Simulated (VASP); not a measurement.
## NaF: relaxation of cell and atoms with r2SCAN

NaF:

```
CELL_PARAMETERS angstrom
2.86480 0.00000 0.00000
0.00000 2.86480 0.00000
0.00000 0.00000 2.86480
ATOMIC_POSITIONS crystal
Na 0.00000 0.00000 0.00000
F 0.50000 0.50000 0.50000
```

```
Program                : VASP 6.6.1
Task                   : relaxation of cell and atoms
Functional             : r2SCAN
Potentials or basis    : VASP PAW PBE potentials, release 64 (Na_sv, F)
Cutoff                 : 1250 eV
k mesh                 : 8 × 8 × 8
Occupations            : fermi-dirac, width 0.02 eV
Spin                   : no spin polarisation
Dipole correction      : no
Further INCAR settings : ALGO = Normal; EDIFF = 1e-07; IBRION = 2; EDIFFG = -0.005; NSW = 80; ISIF = 3
```

- Relaxed volume: 10.91 Å³/atom
- Relaxed cell: a = 2.794 Å, b = 2.794 Å, c = 2.794 Å, α = 90.00°, β = 90.00°, γ = 90.00°
- Space group after relaxing (to 0.1 Å): Pm-3m (No. 221)
- Energy gained by relaxing: 10.8 meV/atom
- Ionic steps: 4
- Pressure after relaxing: 0.0 GPa
- Band gap on the k mesh: 7.05 eV (least direct gap 7.39 eV)

The path:
| step | energy change (eV) | largest force (eV/Å) | pressure (GPa) | volume (Å³) |
| --- | --- | --- | --- | --- |
| 1 | 0.0000 | 0.0000 | -3.83 | 23.51 |
| 2 | -0.0171 | 0.0000 | -1.90 | 22.57 |
| 3 | -0.0216 | 0.0000 | -0.14 | 21.87 |
| 4 | -0.0217 | 0.0000 | 0.01 | 21.82 |

Final structure:
```yaml
crystal:
  lattice:
    - [2.79435, 0.00000, 0.00000]
    - [0.00000, 2.79435, 0.00000]
    - [0.00000, 0.00000, 2.79435]
  atoms:
    - { symbol: Na, position: [0.00000, 0.00000, 0.00000] }
    - { symbol: F, position: [0.50000, 0.50000, 0.50000] }
```

Levels at points of the mesh, in eV from the valence-band top:
```tsv
k point	band 4	band 5	band 6	band 7	band 8	band 9	band 10	band 11	band 12
(0.00, 0.00, 0.00)	-20.61	-20.61	-0.34	-0.34	-0.34	7.05	16.80	16.80	25.56
(0.50, 0.00, 0.00)	-20.58	-19.96	-2.63	-0.21	-0.21	11.86	12.97	21.03	22.41
(0.50, 0.50, 0.00)	-20.56	-20.49	-1.90	-1.90	0.00	13.06	16.43	16.43	16.80
(0.50, 0.50, 0.50)	-20.79	-20.26	-1.67	-1.67	-1.67	15.47	15.47	15.47	20.83
```

Run time: 4.2 min on 1 thread of AMD EPYC 9R45 96-Core Processor (Zen 5), on a shared host, peak memory 0.21 GiB.

Caveat: the structure was generated, so it needn't be the stable form of NaF; the PAW data sets were made with another functional, which shifts forces and pressure a little. A k mesh can miss the band edges.
